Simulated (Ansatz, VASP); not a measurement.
## Pt: VASP beside Ansatz

Contents of INCAR:

```
PREC = Accurate
ENCUT = 520
EDIFF = 1E-6
ISMEAR = 0
SIGMA = 0.15
LREAL = False
LASPH = True
NELM = 60
ALGO = Fast
ISIF = 2
LWAVE = False
LCHARG = True
GGA = PE
LELF = True
LVHAR = True
NBANDS = 11
```

The input KPOINTS:

```
Automatic mesh
0
Gamma
  20 20 20
```

POSCAR

```
Pt
1.0
   -0.0195790000      1.9579000000      1.9579000000
    1.9579000000     -0.0195790000      1.9579000000
    1.9383210000      1.9383210000      0.0000000000
Pt
1
Direct
    0.0000000000      0.0000000000      0.0000000000
```

Input for Ansatz:

```yaml
crystal:
  lattice:
    - [-0.019579, 1.9579, 1.9579]
    - [1.9579, -0.019579, 1.9579]
    - [1.938321, 1.938321, 0.0]
  atoms:
    - { symbol: Pt, position: [0.0, 0.0, 0.0] }
basis:
  ecutwfc: 420
kpoints:
  mp_grid: { grid: [20, 20, 20] }
hamiltonian:
  xc: pbe
scf:
  occupations: { method: gaussian, width: 0.15 }
output:
  forces: true
  stress: true
  eigenvalues: true
```

Change from the starting cell: strain -0.0200 x Voigt [0, 0, 0, 0, 0, 1], atoms carried along.

Alike in both runs: task single point; functional PBE; k mesh 20 × 20 × 20; occupations gaussian, width 0.15 eV; no spin polarisation.

|  | VASP | Ansatz |
| --- | --- | --- |
| version | VASP 6.6.1 | Ansatz 0.2.0 |
| potentials or method | VASP PAW PBE potentials, release 64 (Pt), cutoff 520 eV | scalar-relativistic, plane waves, PAW |
| valence electrons in the cell | 10 | 18 |

VASP gave:

```
gap on the k mesh at the Fermi level (eV)                     : none
pressure (GPa)                                                : 11.1
traceless stress, the component that is largest in VASP (GPa) : 1.75
```

**Question.** Estimate Ansatz's values.

**Answer.** gap on the k mesh at the Fermi level (eV): none; pressure (GPa): 11.7; traceless stress, the component that is largest in VASP (GPa): 1.74.

A gap of «none» marks a metal or a gap that the smearing closes. The functional is the same, so the differences come from potentials, cutoffs and numerics. VASP's potentials hold 10 valence electrons a cell and Ansatz's 18, so a difference there can come from the potentials and not from the codes.

Neither program's run includes spin-orbit coupling.
